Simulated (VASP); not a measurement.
Input of a VASP 6.6.1 run:

The input INCAR:

```
  PREC = Accurate
  ENCUT = 450
  EDIFF = 1E-7
  ISMEAR = -1
  SIGMA = 0.05
  LREAL = Auto
  LASPH = T
  NELM = 120
  ALGO = Normal
  ISIF = 2
  LWAVE = F
  LCHARG = F
  GGA = PS
  IBRION = 2
  NSW = 100
  EDIFFG = -0.03
  NELECT = 628.0
  ISYM = -1
  GGA_COMPAT = F
  NELMIN = 4
  KPAR = 1
```

The input KPOINTS:

```
explicit points
1
Reciprocal
  0.25000000   0.25000000   0.25000000 1
```

File POSCAR:

```
Pb31S32
1.0
   11.8000000000      0.0000000000      0.0000000000
    0.0000000000     11.8000000000      0.0000000000
    0.0000000000      0.0000000000     11.8000000000
S Pb
32 31
Direct
    0.2506640000      0.9997250000      0.9984450000
    0.2505830000      0.0004320000      0.5000770000
    0.2495090000      0.4992310000      0.0011210000
    0.2482890000      0.5022160000      0.5009330000
    0.7504480000      0.0002950000      0.9992270000
    0.7479700000      0.9991640000      0.4995670000
    0.7506750000      0.4991480000      0.0006880000
    0.7509770000      0.4984570000      0.4995110000
    0.0004250000      0.2482650000      0.9992740000
    0.9989520000      0.2532410000      0.5001060000
    0.0012380000      0.7497260000      0.9999740000
    0.9990250000      0.7482160000      0.4969520000
    0.5002650000      0.2508870000      0.9996860000
    0.5001840000      0.2486490000      0.5017020000
    0.5000300000      0.7511250000      0.9984430000
    0.5003340000      0.7478680000      0.5017310000
    0.9962090000      0.9986120000      0.2505970000
    0.0017840000      0.9959120000      0.7512180000
    0.9994650000      0.4982970000      0.2486490000
    0.9991390000      0.5007030000      0.7508380000
    0.5042650000      0.9981010000      0.2473600000
    0.5000030000      0.0005550000      0.7495560000
    0.5042340000      0.5017520000      0.2535380000
    0.5025190000      0.5016950000      0.7508060000
    0.2488660000      0.2496000000      0.2516240000
    0.2474660000      0.2489340000      0.7482830000
    0.2514560000      0.7498340000      0.2470740000
    0.2497850000      0.7501280000      0.7515790000
    0.7521040000      0.2476850000      0.2480270000
    0.7507380000      0.2518200000      0.7488530000
    0.7494640000      0.7476690000      0.2523170000
    0.7496450000      0.7546180000      0.7526820000
    0.0020160000      0.9997180000      0.0014720000
    0.0019690000      0.0001410000      0.4990410000
    0.0023860000      0.5019720000      0.0009070000
    0.0018210000      0.5010830000      0.5035280000
    0.4971260000      0.0017160000      0.9970670000
    0.4996540000      0.0006440000      0.5011890000
    0.4985560000      0.4987170000      0.9995570000
    0.2522550000      0.2497440000      0.0009020000
    0.2510770000      0.2502770000      0.5005050000
    0.2518220000      0.7468050000      0.9978240000
    0.2487970000      0.7534070000      0.4995310000
    0.7523490000      0.2485310000      0.0027230000
    0.7475540000      0.2517370000      0.5012640000
    0.7511510000      0.7499970000      0.0001780000
    0.7505820000      0.7490180000      0.4985670000
    0.2500610000      0.0008600000      0.2506390000
    0.2487390000      0.0006630000      0.7505500000
    0.2495340000      0.5008250000      0.2501870000
    0.2463810000      0.4995920000      0.7511000000
    0.7540950000      0.0008250000      0.2481070000
    0.7504220000      0.0001850000      0.7522480000
    0.7517940000      0.5009450000      0.2500190000
    0.7539410000      0.5022720000      0.7513990000
    0.0008170000      0.2477630000      0.2518220000
    0.0004870000      0.2507570000      0.7487070000
    0.9989590000      0.7520790000      0.2523610000
    0.0007250000      0.7476050000      0.7511430000
    0.4990460000      0.2500140000      0.2499490000
    0.4987240000      0.2526120000      0.7508150000
    0.4975930000      0.7519450000      0.2501370000
    0.5006020000      0.7499840000      0.7500240000
```

Potentials or basis: VASP PAW PBE potentials, release 64 (S, Pb_d).

Launch:

```bash
$ cat potpaw_PBE.64/S/POTCAR potpaw_PBE.64/Pb_d/POTCAR > POTCAR
$ mpirun -np 8 vasp_std > vasp.out
```

(1) Predict the energy gained by relaxing.

## Answers

(1) 9.5 meV/atom.

Caveat: the cell carries a net charge on a neutralising background, which shifts energy and pressure.
